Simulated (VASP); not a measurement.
# BN (P6_3mc) in VASP: further runs

BN is run at these levels: PBE; tasks: single point.

Everything below comes from runs of VASP 6.6.1. Logs are shortened: lines on timing, memory, paths and dates and some standing lists are left out, and cuts for length are marked.

## Step 1: The cell of the first run

Symmetry: P6_3mc, No. 186, hexagonal system. Conventional cell: a = 2.569 Å, b = 2.569 Å, c = 4.250 Å, α = 90.00°, β = 90.00°, γ = 120.00°. Within 2.1 Å of B (site symmetry 3m) lie 4 N at 1.58 to 1.59 Å. N (site symmetry 3m) has 4 B at 1.58 to 1.59 Å within 2.1 Å.

## Step 2: Single point, PBE (strain +1.0%)

Input file INCAR:

```
SYSTEM = BN
ALGO = Normal ; EDIFF = 1E-6
ENCUT = 520 ; GGA = PE
ISIF = 2 ; ISMEAR = 0
LASPH = .TRUE. ; LCHARG = .FALSE.
LREAL = .FALSE. ; LWAVE = .FALSE.
NBANDS = 16 ; NELM = 80
PREC = Accurate ; SIGMA = 0.01
```

Input file KPOINTS:

```
k-points
0
G
  6 6 4
  0 0 0
```

Input file POSCAR:

```
BN
1.0
    2.5693894996      0.0000000000      0.0000000000
   -1.2846947498      2.2251565788      0.0000000000
    0.0000000000      0.0000000000      4.2498934949
B N
2 2
Direct
    0.3333333333      0.6666666667      0.0000783236
    0.6666666667      0.3333333333      0.5000783236
    0.3333333333      0.6666666667      0.3749216764
    0.6666666667      0.3333333333      0.8749216764
```

Potentials or basis: VASP PAW PBE potentials, release 64 (B, N).

The run is started by

```sh
$ cat potpaw_PBE.64/B/POTCAR potpaw_PBE.64/N/POTCAR > POTCAR
$ mpirun -np 1 vasp_std > vasp.out
```

OUTCAR:

```text
SYSTEM = BN
   EDIFF = 1E-6
   ENCUT = 520
   GGA = PE
   ISIF = 2
   ISMEAR = 0
   LASPH = .TRUE.
   LREAL = .FALSE.
   NELM = 80
   PREC = Accurate

 ion  position               nearest neighbor table
   1  0.333  0.667  0.000-   4 1.58   4 1.58   4 1.58   3 1.59
   2  0.667  0.333  0.500-   3 1.58   3 1.58   3 1.58   4 1.59
   3  0.333  0.667  0.375-   2 1.58   2 1.58   2 1.58   1 1.59
   4  0.667  0.333  0.875-   1 1.58   1 1.58   1 1.58   2 1.59

  LATTYP: Found a hexagonal cell.
 ALAT       =     2.5693894996
 C/A-ratio  =     1.6540479735

  Lattice vectors:

 A1 = (   2.5693894996,   0.0000000000,   0.0000000000)
 A2 = (  -1.2846947498,   2.2251565788,   0.0000000000)
 A3 = (   0.0000000000,   0.0000000000,   4.2498934949)

Analysis of symmetry for initial positions (statically):
=====================================================================
 Subroutine PRICEL returns:
 Original cell was already a primitive cell.

 Routine SETGRP: Setting up the symmetry group for a
 hexagonal supercell.

 Subroutine GETGRP returns: Found 12 space group operations
 (whereof  6 operations were pure point group operations)
 out of a pool of 24 trial point group operations.

The static configuration has the point symmetry C_3v.
 The point group associated with its full space group is C_6v.

Analysis of symmetry for dynamics (positions and initial velocities):
=====================================================================
 Subroutine PRICEL returns:
 Original cell was already a primitive cell.

 Routine SETGRP: Setting up the symmetry group for a
 hexagonal supercell.

 Subroutine GETGRP returns: Found 12 space group operations
 (whereof  6 operations were pure point group operations)
 out of a pool of 24 trial point group operations.

The dynamic configuration has the point symmetry C_3v.
 The point group associated with its full space group is C_6v.

 Subroutine INISYM returns: Found 12 space group operations
 (whereof  6 operations are pure point group operations),
 and found     1 'primitive' translations

----------------------------------------------------------------------------------------

                                     Primitive cell

  volume of cell :      24.2979

  direct lattice vectors                    reciprocal lattice vectors
     2.569389500  0.000000000  0.000000000     0.389197512  0.224703288  0.000000000
    -1.284694750  2.225156579  0.000000000     0.000000000  0.449406576  0.000000000
     0.000000000  0.000000000  4.249893495     0.000000000  0.000000000  0.235300014

  length of vectors
     2.569389500  2.569389500  4.249893495     0.449406576  0.449406576  0.235300014

  position of ions in fractional coordinates (direct lattice)
     0.333333333  0.666666667  0.000078324
     0.666666667  0.333333333  0.500078324
     0.333333333  0.666666667  0.374921676
     0.666666667  0.333333333  0.874921676

  ion indices of the primitive-cell ions
   primitive index   ion index
                 1           1
                 2           2
                 3           3
                 4           4

----------------------------------------------------------------------------------------

 KPOINTS: k-points

Automatic generation of k-mesh.
 Grid dimensions read from file:
 generate k-points for:    6    6    4

 Generating k-lattice:

  Cartesian coordinates                     Fractional coordinates (reciprocal lattice)
     0.064866252  0.037450548  0.000000000     0.166666667 -0.000000000  0.000000000
     0.000000000  0.074901096  0.000000000     0.000000000  0.166666667  0.000000000
     0.000000000  0.000000000  0.058825004     0.000000000  0.000000000  0.250000000

  Length of vectors
     0.074901096  0.074901096  0.058825004

  Shift w.r.t. Gamma in fractional coordinates (k-lattice)
     0.000000000  0.000000000  0.000000000

 Subroutine IBZKPT returns following result:
 ===========================================

 Found     21 irreducible k-points:

 Following reciprocal coordinates:
            Coordinates               Weight
  0.000000  0.000000  0.000000      1.000000
  0.166667 -0.000000  0.000000      6.000000
  0.333333  0.000000  0.000000      6.000000
  0.500000  0.000000  0.000000      3.000000
  0.166667  0.166667  0.000000      6.000000
  0.333333  0.166667  0.000000     12.000000
[... 13 lines left out ...]
  0.333333  0.166667  0.500000     12.000000
  0.333333  0.333333  0.500000      2.000000
   k-points           NKPTS =     21   k-points in BZ     NKDIM =     21   number of bands    NBANDS=     16
   number of dos      NEDOS =    301   number of ions     NIONS =      4
   total plane-waves  NPLWV =  12800
   dimension x,y,z NGX =    20 NGY =   20 NGZ =   32
   dimension x,y,z NGXF=    40 NGYF=   40 NGZF=   64
   ions per type =               2   2
   NGX,Y,Z   is equivalent  to a cutoff of  12.94, 12.94, 12.52 a.u.
   NGXF,Y,Z  is equivalent  to a cutoff of  25.88, 25.88, 25.04 a.u.
 SYSTEM =  BN
   PREC   = accura    normal or accurate (medium, high low for compatibility)
   ISTART =      0    job   : 0-new  1-cont  2-samecut
   ICHARG =      2    charge: 1-file 2-atom 10-const
   ISPIN  =      1    spin polarized calculation?
   LNONCOLLINEAR =      F non collinear calculations
   LSORBIT =      F    spin-orbit coupling
   LASPH  =      T    aspherical Exc in radial PAW
   ENCUT  =  520.0 eV  38.22 Ry    6.18 a.u.   4.78  4.78  7.90*2*pi/ulx,y,z
   NELM   =     80;   NELMIN=  2; NELMDL= -5     # of ELM steps
   EDIFF  = 0.1E-05   stopping-criterion for ELM
   LREAL  =      F    real-space projection
   EDIFFG = 0.1E-04   stopping-criterion for IOM
   NSW    =      0    number of steps for IOM
   IBRION =     -1    ionic relax: 0-MD 1-quasi-New 2-CG
   NFREE  =      0    steps in history (QN), initial steepest desc. (CG)
   ISIF   =      2    stress and relaxation
   ISYM   =      2    0-nonsym 1-usesym 2-fastsym
   POTIM  = 0.5000    time-step for ionic-motion
   TEBEG  =    0.0;   TEEND  =   0.0 temperature during run
   PSTRESS=    0.0 pullay stress
   NELECT =      16.0000    total number of electrons
   NUPDOWN=      -1.0000    fix difference up-down
   EMIN   =  10.00;   EMAX   =-10.00  energy-range for DOS
   EFERMI =   0.00;   METHOD = LEGACY
   ISMEAR =     0;   SIGMA  =   0.01  broadening in eV -4-tet -1-fermi 0-gaus
   EFERMI_NEDOS =   21; number of points for ismear=-14 and -15
   IALGO  =     38    algorithm
   IMIX   =      4    mixing-type and parameters
     AMIX     =   0.40;   BMIX     =  1.00
     AMIX_MAG =   1.60;   BMIX_MAG =  1.00
  volume/ion in A,a.u.               =       6.07        40.99
  Fermi-wavevector in a.u.,A,eV,Ry     =   1.424269  2.691478 27.599985  2.028542
  Thomas-Fermi vector in A             =   2.544778
   LORBIT       =      0    0 simple, 1 ext, 2 COOP (PROOUT), +10 PAW based schemes
   GGA     = PE    functional components
   LHFCALC =     F    Hartree Fock is set to
   AEXX    =    0.0000 exact exchange contribution
   IVDW    =     0    specifies the selected vdW correction
   LEPSILON=     F    determine dielectric tensor
   LRPA    =     F    only Hartree local field effects (RPA)
 non-spin polarized calculation
 Gauss-broadening in eV      SIGMA  =   0.01
  energy-cutoff  :      520.00
  volume of cell :       24.30
 maximum number of plane-waves:       668
 NGX is ok and might be reduce to    20
   NGX =  9   NGY =  9   NGZ = 15

 number of electron      16.0000000 magnetization

 Free energy of the ion-electron system (eV)
  ---------------------------------------------------
  ext. energy  EPLUGINS =         0.00000000
  ---------------------------------------------------
  free energy    TOTEN  =       -34.82132758 eV

  energy without entropy =      -34.82132758  energy(sigma->0) =      -34.82132758

 E-fermi :   7.2804     XC(G=0): -12.6746

 val. band max:        7.2089504363   @ k =   0.0000   0.0000   0.0000
 cond. band min:      12.4583713374   @ k =   0.3333   0.3333   0.0000
 fundamental gap:      5.2494209011
 Fermi energy:         7.2803716968

 k-point     1 :       0.0000    0.0000    0.0000
  band No.  band energies     occupation
      1     -12.8722      2.00000
      2      -8.8477      2.00000
      3      -3.4391      2.00000
      4       5.1469      2.00000
      5       5.1469      2.00000
      6       6.9669      2.00000
[... 8 lines left out ...]
     15      18.9017      0.00000
     16      23.0725      0.00000

 k-point     2 :       0.1667   -0.0000    0.0000
  band No.  band energies     occupation
      1     -12.2860      2.00000
      2      -8.4131      2.00000
      3      -2.8572      2.00000
      4       2.8334      2.00000
      5       4.2290      2.00000
      6       5.2453      2.00000
[... 8 lines left out ...]
     15      20.4380      0.00000
     16      22.2535      0.00000

 k-point     3 :       0.3333    0.0000    0.0000
  band No.  band energies     occupation
      1     -10.6329      2.00000
      2      -7.4895      2.00000
      3      -1.2415      2.00000
      4      -0.8161      2.00000
      5       1.7781      2.00000
      6       2.8975      2.00000
[... 8 lines left out ...]
     15      22.5968      0.00000
     16      23.2590      0.00000

 k-point     4 :       0.5000    0.0000    0.0000
  band No.  band energies     occupation
      1      -8.9048      2.00000
      2      -7.6399      2.00000
      3      -2.0812      2.00000
      4      -0.4298      2.00000
      5       0.4665      2.00000
      6       2.3653      2.00000
[... 8 lines left out ...]
     15      23.3494      0.00000
     16      24.6152      0.00000
[... 267 lines left out ...]
 k-point    19 :       0.1667    0.1667    0.5000
  band No.  band energies     occupation
      1      -9.8614      2.00000
      2      -9.8614      2.00000
      3       0.7088      2.00000
      4       0.7088      2.00000
      5       3.0346      2.00000
      6       3.0346      2.00000
[... 8 lines left out ...]
     15      21.6201      0.00000
     16      21.6201      0.00000

 k-point    20 :       0.3333    0.1667    0.5000
  band No.  band energies     occupation
      1      -8.2929      2.00000
      2      -8.2929      2.00000
      3      -1.6710      2.00000
      4      -1.6710      2.00000
      5       1.8017      2.00000
      6       1.8017      2.00000
[... 8 lines left out ...]
     15      23.0328      0.00000
     16      23.0328      0.00000

 k-point    21 :       0.3333    0.3333    0.5000
  band No.  band energies     occupation
      1      -7.5916      2.00000
      2      -7.5916      2.00000
      3      -1.4463      2.00000
      4      -1.4463      2.00000
      5      -0.2923      2.00000
      6      -0.2923      2.00000
[... 8 lines left out ...]
     15      23.4403      0.00000
     16      23.4403      0.00000

------------------------ aborting loop because EDIFF is reached ----------------------------------------

  FORCE on cell =-STRESS in cart. coord.  units (eV):
  Direction    XX          YY          ZZ          XY          YZ          ZX
  --------------------------------------------------------------------------------------
  -------------------------------------------------------------------------------------
  Total       -0.9079633     -0.9079633     -0.9672425      0.0000000      0.0000000      0.0000000
  in kB      -59.8701441    -59.8701441    -63.7789561      0.0000000      0.0000000      0.0000000
  external PRESSURE =     -61.1730814 kB  Pullay stress =       0.0000000 kB

 VOLUME and BASIS-vectors are now :
 -----------------------------------------------------------------------------
  energy-cutoff  :      520.00
  volume of cell :       24.30
      direct lattice vectors                 reciprocal lattice vectors
     2.569389500  0.000000000  0.000000000     0.389197512  0.224703288  0.000000000
    -1.284694750  2.225156579  0.000000000     0.000000000  0.449406576  0.000000000
     0.000000000  0.000000000  4.249893495     0.000000000  0.000000000  0.235300014

 POSITION                                       TOTAL-FORCE (eV/Angst)
 -----------------------------------------------------------------------------------
     -0.00000      1.48344      0.00033         0.000000      0.000000      0.005054
      1.28469      0.74172      2.12528        -0.000000      0.000000      0.005054
     -0.00000      1.48344      1.59338        -0.000000      0.000000     -0.005054
      1.28469      0.74172      3.71832         0.000000     -0.000000     -0.005054
 -----------------------------------------------------------------------------------
    total drift:                               -0.000000     -0.000000     -0.000180

  FREE ENERGIE OF THE ION-ELECTRON SYSTEM (eV)
  ---------------------------------------------------
  free  energy   TOTEN  =       -34.8213275803 eV

  energy  without entropy=      -34.8213275803  energy(sigma->0) =      -34.82132758
```

Wall time 16 s (1 thread of Intel Xeon 8259CL, shared host); peak memory 0.13 GiB.

Results:

```yaml
Free_energy: -34.8213 eV
Pressure: -6.1 GPa
Largest_force: 0.005 eV/Å
Band_gap_on_the_k_mesh: 5.25 eV, indirect (least direct gap 8.17 eV)
```

Forces in eV/Å, atoms in the order of the input:
```
B    0.000  0.000  0.005
B    0.000  0.000  0.005
N    0.000  0.000 -0.005
N    0.000  0.000 -0.005
```

Stress tensor (GPa, compression positive):
```
-5.99  0.00  0.00
 0.00 -5.99  0.00
 0.00  0.00 -6.38
```

Caveat: the k points lie up to 0.47 Å⁻¹ apart; the cell differs from its parent crystal (strain +1.0%).

## Step 3: Single point, PBE (strain +2.0%)

Input file INCAR:

```
SYSTEM = BN
PREC = Accurate
ENCUT = 520
EDIFF = 1E-7
ISMEAR = 0
SIGMA = 0.01
LREAL = .FALSE.
LASPH = .TRUE.
NELM = 60
ALGO = Normal
ISIF = 2
LWAVE = .FALSE.
LCHARG = .FALSE.
GGA = PE
NBANDS = 16
```

Input file KPOINTS:

```
regular mesh
0
G
  6 6 4
  0 0 0
```

Input file POSCAR:

```
BN
1.0
    2.5948289996      0.0000000000      0.0000000000
   -1.2974144998      2.2471878321      0.0000000000
    0.0000000000      0.0000000000      4.2919716483
B N
2 2
Direct
    0.3333333333      0.6666666667     -0.0000513168
    0.6666666667      0.3333333333      0.4999486832
    0.3333333333      0.6666666667      0.3750513168
    0.6666666667      0.3333333333      0.8750513168
```

Potentials or basis: VASP PAW PBE potentials, release 64 (B, N).

The run is started by

```sh
$ cat potpaw_PBE.64/B/POTCAR potpaw_PBE.64/N/POTCAR > POTCAR
$ mpirun -np 1 vasp_std > vasp.out
```

Wall time 18 s (1 thread of Intel Xeon 8259CL, shared host); peak memory 0.13 GiB.

It converged, with:

```
Free energy            : -34.7718 eV
Pressure               : -15.9 GPa
Largest force          : 0.005 eV/Å
Band gap on the k mesh : 5.31 eV, indirect (least direct gap 8.02 eV)
```

Forces on the atoms (eV/Å):
```
B    0.000  0.000  0.005
B    0.000  0.000  0.005
N    0.000  0.000 -0.005
N    0.000  0.000 -0.005
```

Stress tensor (GPa, compression positive):
```
-15.79   0.00   0.00
  0.00 -15.79   0.00
  0.00   0.00 -16.20
```

Levels at points of the mesh, in eV from the valence-band top:
```csv
k point,band 6,band 7,band 8,band 9,band 10,band 11
"(0.00, 0.00, 0.00)",-0.22,0.00,0.00,8.15,8.15,8.24
"(0.50, 0.00, 0.00)",-4.70,-4.11,-2.00,6.51,7.81,10.34
"(0.00, 0.00, 0.50)",-1.10,-1.10,-1.10,8.97,8.97,9.63
"(0.50, 0.00, 0.50)",-3.55,-3.36,-3.36,6.39,6.39,9.65
```

Caveat: the k points lie up to 0.47 Å⁻¹ apart; the cell differs from its parent crystal (strain +2.0%). A k mesh can miss the band edges.

[end of part 1 of 2]
